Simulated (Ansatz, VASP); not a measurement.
Two plane-wave programs on BeSe2

```
Be Se
1.0
     5.92484    0.00000    0.00000
     0.00000    5.92484    0.00000
     0.00000    0.00000    5.92484
Be Se
4 8
Cartesian
  2.9624 0.0000 2.9624
  0.0000 0.0000 0.0000
  2.9624 2.9624 0.0000
  0.0000 2.9624 2.9624
  3.6531 5.2342 0.6907
  2.2717 0.6907 5.2342
  3.6531 3.6531 3.6531
  2.2717 2.2717 2.2717
  5.2342 0.6907 3.6531
  0.6907 5.2342 2.2717
  0.6907 3.6531 5.2342
  5.2342 2.2717 0.6907
```

Alike in both runs: functional PBE; k mesh 3 × 3 × 3; occupations gaussian, width 0.2 eV; no spin polarisation.

Ansatz relaxed the structure, and its values are those at the end. VASP's run is a single point on that final structure, the one shown.

```csv
,VASP,Ansatz
version,VASP 6.6.1,Ansatz 0.2.0
potentials or method,"VASP PAW PBE potentials, release 64 (Be, Se), cutoff 520 eV","scalar-relativistic, plane waves, PAW"
valence electrons in the cell,56,136
```

```tsv
	VASP	Ansatz	Ansatz less VASP
gap on the k mesh at the Fermi level (eV)	0.73	0.72	-0.002
least direct gap on the mesh (eV)	0.73	0.72	-0.002
pressure (GPa)	0.8	0.6	-0.12
rms of the force components (eV/Å)	0.002	0.012	+0.0095
```

With one functional, cell and mesh, what is left measures potentials, basis and numerics. VASP's potentials hold 56 valence electrons a cell and Ansatz's 136, so a difference there can come from the potentials and not from the codes.
